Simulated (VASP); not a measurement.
# Al (Immm) in VASP: a series of runs, part 2 of 2

VASP 6.6.1. Earlier steps stand in the parts before.

## 4. Single point, PBEsol (strain +0.0562 x Voigt [0, 0, 0, 0, 1, 0])

File INCAR:

```
SYSTEM = Al
ALGO = Fast ; EDIFF = 1E-6
ENCUT = 520 ; GGA = PS
ISIF = 2 ; ISMEAR = 0
LASPH = .True. ; LCHARG = .True.
LELF = .True. ; LREAL = .False.
LVHAR = .True. ; LWAVE = .False.
NBANDS = 8 ; NELM = 80
PREC = Accurate ; SIGMA = 0.15
```

File KPOINTS:

```
k-points
0
Gamma
  20 20 20
  0 0 0
```

File POSCAR:

```
Al
1.0
    0.0568738380      2.0239800000      2.0239800000
    2.0808538380      0.0000000000      2.0808538380
    2.0239800000      2.0239800000      0.0568738380
Al
1
Direct
    0.0000000000      0.0000000000      0.0000000000
```

Potentials or basis: VASP PAW PBE potentials, release 64 (Al).

On the command line:

```console
$ cat potpaw_PBE.64/Al/POTCAR > POTCAR
$ mpirun -np 1 vasp_std > vasp.out
```

OUTCAR:

```text
SYSTEM = Al
   EDIFF = 1E-6
   ENCUT = 520
   GGA = PS
   ISIF = 2
   ISMEAR = 0
   LASPH = .True.
   LREAL = .False.
   NELM = 80
   PREC = Accurate

 ion  position               nearest neighbor table
   1  0.000  0.000  0.000-

  LATTYP: Found a body centered orthorhombic cell.
 ALAT       =     2.7819082129
 B/A-ratio  =     1.0578248791
 C/A-ratio  =     1.4551019265

  Lattice vectors:

 A1 = (   0.0568738380,  -2.0239800000,   2.0239800000)
 A2 = (  -0.0568738380,  -2.0239800000,  -2.0239800000)
 A3 = (   2.0239800000,   2.0239800000,   0.0568738380)

Analysis of symmetry for initial positions (statically):
=====================================================================
 Subroutine PRICEL returns:
 Original cell was already a primitive cell.

 Routine SETGRP: Setting up the symmetry group for a
 body centered orthorhombic supercell.

 Subroutine GETGRP returns: Found  8 space group operations
 (whereof  8 operations were pure point group operations)
 out of a pool of  8 trial point group operations.

The static configuration has the point symmetry D_2h.

Analysis of symmetry for dynamics (positions and initial velocities):
=====================================================================
 Subroutine PRICEL returns:
 Original cell was already a primitive cell.

 Routine SETGRP: Setting up the symmetry group for a
 body centered orthorhombic supercell.

 Subroutine GETGRP returns: Found  8 space group operations
 (whereof  8 operations were pure point group operations)
 out of a pool of  8 trial point group operations.

The dynamic configuration has the point symmetry D_2h.

 Subroutine INISYM returns: Found  8 space group operations
 (whereof  8 operations are pure point group operations),
 and found     1 'primitive' translations

----------------------------------------------------------------------------------------

                                     Primitive cell

  volume of cell :      16.5694

  direct lattice vectors                    reciprocal lattice vectors
     0.056873838  2.023980000  2.023980000    -0.254180486  0.247038014  0.254180486
     2.080853838  0.000000000  2.080853838     0.240285978 -0.247038014  0.240285978
     2.023980000  2.023980000  0.056873838     0.254180486  0.247038014 -0.254180486

  length of vectors
     2.862904943  2.942771719  2.862904943     0.436168797  0.420121986  0.436168797

  position of ions in fractional coordinates (direct lattice)
     0.000000000  0.000000000  0.000000000

  ion indices of the primitive-cell ions
   primitive index   ion index
                 1           1

----------------------------------------------------------------------------------------

 KPOINTS: k-points

Automatic generation of k-mesh.
 Grid dimensions read from file:
 generate k-points for:   20   20   20

 Generating k-lattice:

  Cartesian coordinates                     Fractional coordinates (reciprocal lattice)
    -0.012709024  0.012351901  0.012709024     0.050000000  0.000000000  0.000000000
     0.012014299 -0.012351901  0.012014299     0.000000000  0.050000000  0.000000000
     0.012709024  0.012351901 -0.012709024     0.000000000  0.000000000  0.050000000

  Length of vectors
     0.021808440  0.021006099  0.021808440

  Shift w.r.t. Gamma in fractional coordinates (k-lattice)
     0.000000000  0.000000000  0.000000000

 Subroutine IBZKPT returns following result:
 ===========================================

 Found   1166 irreducible k-points:

 Following reciprocal coordinates:
            Coordinates               Weight
  0.000000  0.000000  0.000000      1.000000
  0.050000  0.000000  0.000000      4.000000
  0.100000  0.000000 -0.000000      4.000000
  0.150000  0.000000  0.000000      4.000000
  0.200000  0.000000 -0.000000      4.000000
  0.250000  0.000000 -0.000000      4.000000
[... 16 lines left out ...]
 -0.450000  0.050000 -0.000000      8.000000
 -0.400000  0.050000 -0.000000      8.000000
 [... further k-points ...]
   k-points           NKPTS =   1166   k-points in BZ     NKDIM =   1166   number of bands    NBANDS=      8
   number of dos      NEDOS =    301   number of ions     NIONS =      1
   total plane-waves  NPLWV =  13824
   dimension x,y,z NGX =    24 NGY =   24 NGZ =   24
   dimension x,y,z NGXF=    48 NGYF=   48 NGZF=   48
   ions per type =               1
   NGX,Y,Z   is equivalent  to a cutoff of  13.94, 13.56, 13.94 a.u.
   NGXF,Y,Z  is equivalent  to a cutoff of  27.87, 27.12, 27.87 a.u.
 SYSTEM =  Al
   PREC   = accura    normal or accurate (medium, high low for compatibility)
   ISTART =      0    job   : 0-new  1-cont  2-samecut
   ICHARG =      2    charge: 1-file 2-atom 10-const
   ISPIN  =      1    spin polarized calculation?
   LNONCOLLINEAR =      F non collinear calculations
   LSORBIT =      F    spin-orbit coupling
   LASPH  =      T    aspherical Exc in radial PAW
   ENCUT  =  520.0 eV  38.22 Ry    6.18 a.u.   5.32  5.47  5.32*2*pi/ulx,y,z
   NELM   =     80;   NELMIN=  2; NELMDL= -5     # of ELM steps
   EDIFF  = 0.1E-05   stopping-criterion for ELM
   LREAL  =      F    real-space projection
   EDIFFG = 0.1E-04   stopping-criterion for IOM
   NSW    =      0    number of steps for IOM
   IBRION =     -1    ionic relax: 0-MD 1-quasi-New 2-CG
   NFREE  =      0    steps in history (QN), initial steepest desc. (CG)
   ISIF   =      2    stress and relaxation
   ISYM   =      2    0-nonsym 1-usesym 2-fastsym
   POTIM  = 0.5000    time-step for ionic-motion
   TEBEG  =    0.0;   TEEND  =   0.0 temperature during run
   PSTRESS=    0.0 pullay stress
   NELECT =       3.0000    total number of electrons
   NUPDOWN=      -1.0000    fix difference up-down
   EMIN   =  10.00;   EMAX   =-10.00  energy-range for DOS
   EFERMI =   0.00;   METHOD = LEGACY
   ISMEAR =     0;   SIGMA  =   0.15  broadening in eV -4-tet -1-fermi 0-gaus
   EFERMI_NEDOS =   21; number of points for ismear=-14 and -15
   IALGO  =     68    algorithm
   IMIX   =      4    mixing-type and parameters
     AMIX     =   0.40;   BMIX     =  1.00
     AMIX_MAG =   1.60;   BMIX_MAG =  1.00
  volume/ion in A,a.u.               =      16.57       111.82
  Fermi-wavevector in a.u.,A,eV,Ry     =   0.926147  1.750165 11.670381  0.857749
  Thomas-Fermi vector in A             =   2.052078
   LORBIT       =      0    0 simple, 1 ext, 2 COOP (PROOUT), +10 PAW based schemes
   GGA     = PS    functional components
   LHFCALC =     F    Hartree Fock is set to
   AEXX    =    0.0000 exact exchange contribution
   IVDW    =     0    specifies the selected vdW correction
   LEPSILON=     F    determine dielectric tensor
   LRPA    =     F    only Hartree local field effects (RPA)
 non-spin polarized calculation
 RMM-DIIS sequential band-by-band and
 Gauss-broadening in eV      SIGMA  =   0.15
  energy-cutoff  :      520.00
  volume of cell :       16.57
 maximum number of plane-waves:       465
 NGX is ok and might be reduce to    24
   NGX = 11   NGY = 11   NGZ = 11

 number of electron       3.0000000 magnetization

 Free energy of the ion-electron system (eV)
  ---------------------------------------------------
  ext. energy  EPLUGINS =         0.00000000
  ---------------------------------------------------
  free energy    TOTEN  =        -4.08659057 eV

  energy without entropy =       -4.08185494  energy(sigma->0) =       -4.08422276

 E-fermi :   7.9150     XC(G=0): -10.2405

 val. band max:        7.9130835871   @ k =  -0.4500   0.4500   0.1000
 cond. band min:       7.9217582121   @ k =  -0.3000   0.5000   0.1000
 fundamental gap:      0.0086746250
 Fermi energy:         7.9150263423

 k-point     1 :       0.0000    0.0000    0.0000
  band No.  band energies     occupation
      1      -3.1966      2.00000
      2      19.6224      0.00000
      3      20.3939      0.00000
      4      20.9969      0.00000
      5      21.3896      0.00000
      6      21.5819      0.00000
      7      22.9240      0.00000
      8      24.7640      0.00000
[... 243 lines left out ...]
 k-point    24 :      -0.4000    0.0500   -0.0000
  band No.  band energies     occupation
      1       1.6478      2.00000
      2       6.1731      2.00000
      3      16.6718      0.00000
      4      18.8558      0.00000
      5      19.6311      0.00000
      6      20.2410      0.00000
      7      22.8002      0.00000
      8      24.2587      0.00000

 [... further k-points ...]
[... 5 lines left out ...]
  --------------------------------------------------------------------------------------
  -------------------------------------------------------------------------------------
  Total       -0.1190178     -0.2481410     -0.1190178      0.0000000      0.0000000     -0.1843995
  in kB      -11.5084493    -23.9940432    -11.5084493      0.0000000      0.0000000    -17.8305523
  external PRESSURE =     -15.6703140 kB  Pullay stress =       0.0000000 kB

 VOLUME and BASIS-vectors are now :
 -----------------------------------------------------------------------------
  energy-cutoff  :      520.00
  volume of cell :       16.57
      direct lattice vectors                 reciprocal lattice vectors
     0.056873838  2.023980000  2.023980000    -0.254180486  0.247038014  0.254180486
     2.080853838  0.000000000  2.080853838     0.240285978 -0.247038014  0.240285978
     2.023980000  2.023980000  0.056873838     0.254180486  0.247038014 -0.254180486

 POSITION                                       TOTAL-FORCE (eV/Angst)
 -----------------------------------------------------------------------------------
      0.00000      0.00000      0.00000         0.000000      0.000000      0.000000
 -----------------------------------------------------------------------------------
    total drift:                                0.000000     -0.000000     -0.000000

  FREE ENERGIE OF THE ION-ELECTRON SYSTEM (eV)
  ---------------------------------------------------
  free  energy   TOTEN  =        -4.0865905724 eV

  energy  without entropy=       -4.0818549385  energy(sigma->0) =       -4.08422276
```

OSZICAR:

```text
N       E                     dE             d eps       ncg     rms          rms(c)
DAV:   1    -0.273073171286E+01   -0.27307E+01   -0.87588E+02 18752   0.205E+02
DAV:   2    -0.410810463378E+01   -0.13774E+01   -0.13275E+01 26104   0.185E+01
DAV:   3    -0.411507312091E+01   -0.69685E-02   -0.69652E-02 24208   0.146E+00
DAV:   4    -0.411509010397E+01   -0.16983E-04   -0.16983E-04 29072   0.626E-02
DAV:   5    -0.411509013626E+01   -0.32295E-07   -0.32447E-07 24328   0.154E-03    0.139E+00
RMM:   6    -0.409806881600E+01    0.17021E-01   -0.14169E-03 18685   0.186E-01    0.804E-01
RMM:   7    -0.408657479171E+01    0.11494E-01   -0.42364E-03 21750   0.316E-01    0.133E-01
RMM:   8    -0.408658814383E+01   -0.13352E-04   -0.22745E-04 20876   0.900E-02    0.300E-02
RMM:   9    -0.408659184320E+01   -0.36994E-05   -0.33289E-05 21580   0.364E-02    0.157E-02
RMM:  10    -0.408659046953E+01    0.13737E-05   -0.52882E-06 22015   0.137E-02    0.322E-02
RMM:  11    -0.408659057237E+01   -0.10284E-06   -0.10135E-06 19335   0.593E-03
   1 F= -.40865906E+01 E0= -.40842228E+01  d E =-.473563E-02
```

stdout:

```text
POSCAR found type information on POSCAR Al
 POSCAR found :  1 types and       1 ions
 scaLAPACK will be used
 -----------------------------------------------------------------------------
|                                                                             |
|                                                                             |
|     You enforced a specific xc type in the INCAR file but a different       |
|     I HOPE YOU KNOW WHAT YOU ARE DOING!                                     |
|                                                                             |
 -----------------------------------------------------------------------------

 LDA part: xc-table for (Slater+PW92), standard interpolation
 POSCAR, INCAR and KPOINTS ok, starting setup
 FFT: planning ... GRIDC
 FFT: planning ... GRID_SOFT
 FFT: planning ... GRID
 WAVECAR not read
 entering main loop
```

Run time: 93 s. Hardware: 1 thread of AMD EPYC 9R45 (Zen 5), shared host; peak memory 0.22 GiB.

What came out:

```
Free energy            : -4.0866 eV
Pressure               : -1.6 GPa
Band gap on the k mesh : zero (an odd number of electrons rules out a gap without spin polarisation)
```

Levels at points of the mesh, in eV from the Fermi level:
```csv
k point,band 1,band 2,band 3,band 4
"(0.00, 0.00, 0.00)",-11.11,11.71,12.48,13.08
"(0.50, 0.00, 0.00)",-4.43,-4.03,10.66,10.69
"(0.00, 0.50, 0.00)",-4.73,-4.72,11.23,11.49
"(0.50, 0.50, 0.00)",-2.91,-1.60,5.25,5.57
"(0.50, 0.00, 0.50)",-2.92,-1.63,4.58,5.06
```

Caveat: the cell differs from its parent crystal (strain +0.0562 x Voigt [0, 0, 0, 0, 1, 0]); the PAW data sets were made with another functional, which shifts forces and pressure a little.

## 5. Single point, PBEsol (strain +0.0187 x Voigt [0, 0, 0, 0, 1, 0])

File INCAR:

```
PREC = Accurate
ENCUT = 520
EDIFF = 1E-7
ISMEAR = 0
SIGMA = 0.15
LREAL = F
LASPH = T
NELM = 80
ALGO = Fast
ISIF = 2
LWAVE = F
LCHARG = F
GGA = PS
NBANDS = 8
```

File KPOINTS:

```
regular mesh
0
Gamma
  20 20 20
```

File POSCAR:

```
Al
1.0
    0.0189242130      2.0239800000      2.0239800000
    2.0429042130      0.0000000000      2.0429042130
    2.0239800000      2.0239800000      0.0189242130
Al
1
Direct
    0.0000000000      0.0000000000      0.0000000000
```

On the command line:

```console
$ cat potpaw_PBE.64/Al/POTCAR > POTCAR
$ mpirun -np 1 vasp_std > vasp.out
```

Wall time 1.8 min (1 thread of AMD EPYC 9R45 (Zen 5), shared host); peak memory 0.22 GiB.

The run converged. Its results:

```
Free energy            : -4.0911 eV
Pressure               : -1.8 GPa
Band gap on the k mesh : zero (an odd number of electrons rules out a gap without spin polarisation)
```

Stress tensor (GPa, compression positive):
```
-1.72  0.00 -0.59
 0.00 -2.04  0.00
-0.59  0.00 -1.72
```

Levels at points of the mesh, in eV from the Fermi level:
```tsv
k point	band 1	band 2	band 3	band 4	band 5
(0.00, 0.00, 0.00)	-11.13	12.25	12.53	12.84	13.68
(0.50, 0.00, 0.00)	-4.55	-4.28	11.09	11.13	11.23
(0.00, 0.50, 0.00)	-4.65	-4.51	11.33	11.38	11.55
(0.50, 0.50, 0.00)	-2.94	-1.63	5.22	5.54	5.54
(0.50, 0.00, 0.50)	-2.94	-1.64	5.20	5.20	5.87
```

Caveat: the cell differs from its parent crystal (strain +0.0187 x Voigt [0, 0, 0, 0, 1, 0]); the PAW data sets were made with another functional, which shifts forces and pressure a little.

## 6. Summary

| cell | further INCAR settings | gap on the mesh (eV) | pressure (GPa) |
| --- | --- | --- | --- |
| a = 2.863, b = 2.755 Å, angles 61.2, 62.5, 61.2°, 1 atom | ALGO = Fast; EDIFF = 1e-07; NBANDS = 8 | none | -1.3 |
| a = 2.863, b = 2.916 Å, angles 59.4, 58.8, 59.4°, 1 atom | ALGO = Fast; EDIFF = 1e-06; NBANDS = 8 | none | -1.7 |
| a = 2.863, b = 2.943 Å, angles 59.1, 58.1, 59.1°, 1 atom | ALGO = Fast; EDIFF = 1e-06; NBANDS = 8 | none | -1.6 |
| a = 2.862, b = 2.889 Å, angles 59.7, 59.4, 59.7°, 1 atom | ALGO = Fast; EDIFF = 1e-07; NBANDS = 8 | none | -1.8 |

Alike in all rows: task single point; level PBEsol; potentials or basis VASP PAW PBE potentials, release 64 (Al); no spin polarisation; k mesh 20 × 20 × 20; cutoff (eV) 520; smearing gaussian 0.15 eV.

Caveats: the PAW data sets were made with another functional, which shifts forces and pressure a little.

Total energies depend on the potentials used, so only differences within one code and one set of settings carry meaning.
